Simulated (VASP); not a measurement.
A run of VASP 6.6.1 is set up as follows.

INCAR

```
SYSTEM = MnAl3
ALGO = Normal
EDIFF = 1E-7
ENCUT = 520
GGA = PE
ISIF = 2
ISMEAR = 0
ISPIN = 2
LASPH = .True.
LCHARG = .False.
LMAXMIX = 4
LORBIT = 11
LREAL = .False.
LWAVE = .False.
MAGMOM = 0 0 0 4
NBANDS = 23
NELM = 150
PREC = Accurate
SIGMA = 0.1
```

The input KPOINTS:

```
k-points
0
Gamma
  12 12 12
  0 0 0
```

Contents of POSCAR:

```
MnAl3
1.0
    0.0000000000      3.0393544795      3.0393544795
    3.0393544795      0.0000000000      3.0393544795
    3.0393544795      3.0393544795      0.0000000000
Al Mn
3 1
Direct
    0.2500000000      0.2500000000      0.2500000000
    0.7500000000      0.7500000000      0.7500000000
    0.5000000000      0.5000000000      0.5000000000
    0.0000000000      0.0000000000      0.0000000000
```

Potentials or basis: VASP PAW PBE potentials, release 64 (Al, Mn_pv).

Command:

```console
$ cat potpaw_PBE.64/Al/POTCAR potpaw_PBE.64/Mn_pv/POTCAR > POTCAR
$ mpirun -np 1 vasp_std > vasp.out
```

(1) What does it give for the pressure?

(2) Estimate the site moments.

## Answers

(1) 0.0 GPa.

(2) Al -0.03; Mn +1.54 μB.
